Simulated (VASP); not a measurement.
# Sc (P6_3/mmc) in VASP: a series of runs, part 2 of 2

VASP 6.6.1. Earlier steps stand in the parts before.

## Step 4: Electric field gradients, LDA

This run uses another cell than the first one, of 24.97 Å³/atom, 0.990 times its volume.

Input file INCAR:

```
PREC     = Accurate       # precision mode
ENCUT    = 520            # plane-wave cutoff, eV
EDIFF    = 1E-8           # SCF threshold, eV
ISMEAR   = -1             # smearing method
SIGMA    = 0.03           # smearing width, eV
LREAL    = F              # projectors in reciprocal space
LASPH    = T              # aspherical terms in the spheres
NELM     = 100            # most SCF steps
ALGO     = Normal         # electronic algorithm
ISIF     = 2              # what is computed and relaxed
LWAVE    = F              # write WAVECAR
LCHARG   = F              # write CHGCAR
LEFG     = T            
NBANDS   = 18             # bands
```

Input file KPOINTS:

```
Automatic mesh
0
Gamma
  13 13 7
```

Input file POSCAR:

```
Sc
1.0
    3.3087978973      0.0000000000      0.0000000000
   -1.6543989486      2.8655030350      0.0000000000
    0.0000000000      0.0000000000      5.2680000000
Sc
2
Direct
    0.3333333333      0.6666666667      0.2500000000
    0.6666666667      0.3333333333      0.7500000000
```

Potentials or basis: VASP PAW LDA potentials, release 64 (Sc_sv).

Command:

```bash
> cat potpaw_LDA.64/Sc_sv/POTCAR > POTCAR
> mpirun -np 1 vasp_std > vasp.out
```

OUTCAR:

```text
PREC = Accurate
   ENCUT = 520
   EDIFF = 1E-8
   ISMEAR = -1
   LREAL = F
   LASPH = T
   NELM = 100
   ISIF = 2

 ion  position               nearest neighbor table
   1  0.333  0.667  0.250-   2 3.25   2 3.25   2 3.25   2 3.25   2 3.25   2 3.25
   2  0.667  0.333  0.750-   1 3.25   1 3.25   1 3.25   1 3.25   1 3.25   1 3.25

  LATTYP: Found a hexagonal cell.
 ALAT       =     3.3087978973
 C/A-ratio  =     1.5921190002

  Lattice vectors:

 A1 = (   3.3087978973,   0.0000000000,   0.0000000000)
 A2 = (  -1.6543989486,   2.8655030350,   0.0000000000)
 A3 = (   0.0000000000,   0.0000000000,   5.2680000000)

Analysis of symmetry for initial positions (statically):
=====================================================================
 Subroutine PRICEL returns:
 Original cell was already a primitive cell.

 Routine SETGRP: Setting up the symmetry group for a
 hexagonal supercell.

 Subroutine GETGRP returns: Found 24 space group operations
 (whereof 12 operations were pure point group operations)
 out of a pool of 24 trial point group operations.

The static configuration has the point symmetry D_3d.
 The point group associated with its full space group is D_6h.

Analysis of symmetry for dynamics (positions and initial velocities):
=====================================================================
 Subroutine PRICEL returns:
 Original cell was already a primitive cell.

 Routine SETGRP: Setting up the symmetry group for a
 hexagonal supercell.

 Subroutine GETGRP returns: Found 24 space group operations
[... 160 lines left out ...]
  band No.  band energies     occupation
      1     -45.4662      2.00000
      2     -45.4005      2.00000
      3     -24.6194      2.00000
      4     -24.2880      2.00000
      5     -24.2880      2.00000
      6     -24.2289      2.00000
[... 481 lines left out ...]
      5     -24.3039      2.00000
      6     -24.3019      2.00000
[... 10 lines left out ...]
     17       5.7303      0.00000
     18       5.7622      0.00000

 [... further k-points ...]

------------------------ aborting loop because EDIFF is reached ----------------------------------------

  FORCE on cell =-STRESS in cart. coord.  units (eV):
  Direction    XX          YY          ZZ          XY          YZ          ZX
  --------------------------------------------------------------------------------------
  -------------------------------------------------------------------------------------
  Total       -1.4465927     -1.4465927     -2.0109147     -0.0000000      0.0000000     -0.0000000
  in kB      -46.4023494    -46.4023494    -64.5041042     -0.0000000      0.0000000     -0.0000000
  external PRESSURE =     -52.4362677 kB  Pullay stress =       0.0000000 kB

 VOLUME and BASIS-vectors are now :
 -----------------------------------------------------------------------------
  energy-cutoff  :      520.00
  volume of cell :       49.95
      direct lattice vectors                 reciprocal lattice vectors
     3.308797897  0.000000000  0.000000000     0.302224563  0.174489433  0.000000000
    -1.654398949  2.865503035  0.000000000     0.000000000  0.348978866  0.000000000
     0.000000000  0.000000000  5.268000000     0.000000000  0.000000000  0.189825361

 POSITION                                       TOTAL-FORCE (eV/Angst)
 -----------------------------------------------------------------------------------
     -0.00000      1.91034      1.31700         0.000000     -0.000000      0.000000
      1.65440      0.95517      3.95100        -0.000000      0.000000      0.000000
 -----------------------------------------------------------------------------------
    total drift:                               -0.000000      0.000000     -0.000000

  FREE ENERGIE OF THE ION-ELECTRON SYSTEM (eV)
  ---------------------------------------------------
  free  energy   TOTEN  =       -13.3630829668 eV

  energy  without entropy=      -13.3489854508  energy(sigma->0) =      -13.35603421

 Electric field gradients (V/A^2)
---------------------------------------------------------------------
 ion       V_xx      V_yy      V_zz      V_xy      V_xz      V_yz
---------------------------------------------------------------------
   1      -4.784    -4.783     9.567     0.000     0.000    -0.000
   2      -4.784    -4.783     9.567     0.000    -0.000     0.000
---------------------------------------------------------------------

 Electric field gradients after diagonalization (V/A^2)
 (convention: |V_zz| > |V_xx| > |V_yy|)
----------------------------------------------------------------------
 ion       V_xx      V_yy      V_zz     asymmetry (V_yy - V_xx)/ V_zz
----------------------------------------------------------------------
   1      -4.784    -4.783     9.567       0.000
   2      -4.784    -4.783     9.567       0.000
----------------------------------------------------------------------

           NMR quadrupolar parameters

 Cq : quadrupolar parameter    Cq=e*Q*V_zz/h
 eta: asymmetry parameters     (V_yy - V_xx)/ V_zz
 Q  : nuclear electric quadrupole moment in mb (millibarn)
----------------------------------------------------------------------
 ion       Cq(MHz)       eta       Q (mb)
----------------------------------------------------------------------
   1       0.023       0.000       1.000
   2       0.023       0.000       1.000
----------------------------------------------------------------------
```

It took 44 s on 1 thread of AMD EPYC 9R45 (Zen 5), shared host; peak memory 0.16 GiB.

Results:

* Free energy: -13.3631 eV
* Pressure: -5.2 GPa
* Band gap on the k mesh: zero (band 11 reaches 4.10 eV, above the bottom of band 12 at 2.90 eV)

Electric field gradients, principal values (V/Å²):
```csv
atom,least,middle,greatest (by size)
1 Sc,-4.783,-4.784,9.567
2 Sc,-4.783,-4.784,9.567
```

Caveat: without QUAD_EFG the Cq values of the log hold for a quadrupole moment of 1 mb, not for the nuclei.

## Step 5: Density of states, LDA

This run uses another cell than the first one, of 24.97 Å³/atom, 0.990 times its volume.

POSCAR is that of step 4.

Input file INCAR.step1:

```
ALGO = Normal ; EDIFF = 1E-6
ENCUT = 520 ; ISIF = 2
ISMEAR = -1 ; LASPH = True
LCHARG = True ; LMAXMIX = 4
LREAL = False ; LWAVE = False
NBANDS = 18 ; NELM = 60
PREC = Accurate ; SIGMA = 0.03
```

Input file KPOINTS.step1:

```
k-points
0
Gamma
  13 13 7
```

Input file INCAR.step2:

```
ALGO = Normal ; EDIFF = 1E-6
ENCUT = 520 ; ICHARG = 11
ISIF = 2 ; ISMEAR = -5
LASPH = True ; LCHARG = False
LMAXMIX = 4 ; LORBIT = 10
LREAL = False ; LWAVE = False
NEDOS = 2001 ; NELM = 60
PREC = Accurate ; SIGMA = 0.03
```

Input file KPOINTS.step2:

```
k-points
0
Gamma
  20 20 11
```

Command:

```bash
> cat potpaw_LDA.64/Sc_sv/POTCAR > POTCAR
> cp INCAR.step1 INCAR
> cp KPOINTS.step1 KPOINTS
> mpirun -np 1 vasp_std > vasp.out
> cp INCAR.step2 INCAR
> cp KPOINTS.step2 KPOINTS
> mpirun -np 1 vasp_std > vasp.out
```

Run time: 1.9 min. Hardware: 1 thread of AMD EPYC 9R45 (Zen 5), shared host; peak memory 0.26 GiB.

Results (log left out):

| Quantity | Value |
| --- | --- |
| Valence electrons inside the program's atomic spheres | Sc 9.40 |

Levels at points of the mesh, in eV from the Fermi level:
```csv
k point,band 7,band 8,band 9,band 10,band 11,band 12,band 13,band 14,band 15
"(0.00, 0.00, 0.00)",-27.62,-27.60,-5.06,-1.68,0.52,1.53,1.53,1.65,1.93
"(0.50, 0.00, 0.00)",-27.70,-27.66,-1.58,-1.04,-0.70,-0.26,1.18,1.34,1.71
```

Caveat: tetrahedron occupations give inexact forces and stress in metals.

## Step 6: The runs side by side

| task | cell | k mesh for the DOS | occupations for the DOS | gap on the mesh (eV) | pressure (GPa) |
| --- | --- | --- | --- | --- | --- |
| electric field gradients | a = 3.320, b = 3.320, c = 5.286 Å, angles 90.0, 90.0, 120.0°, 2 atoms | - | - | none | -5.7 |
| electric field gradients | a = 3.309, b = 3.309, c = 5.268 Å, angles 90.0, 90.0, 120.0°, 2 atoms | - | - | none | -5.2 |
| density of states | a = 3.309, b = 3.309, c = 5.268 Å, angles 90.0, 90.0, 120.0°, 2 atoms | 20 × 20 × 11 | tetrahedron | - | - |

Alike in all rows: level LDA; potentials or basis VASP PAW LDA potentials, release 64 (Sc_sv); no spin polarisation; k mesh 13 × 13 × 7; cutoff (eV) 520; smearing fermi-dirac 0.03 eV.

Caveats: tetrahedron occupations give inexact forces and stress in metals (some runs).

Absolute energies hang on the potentials; compare differences alone.
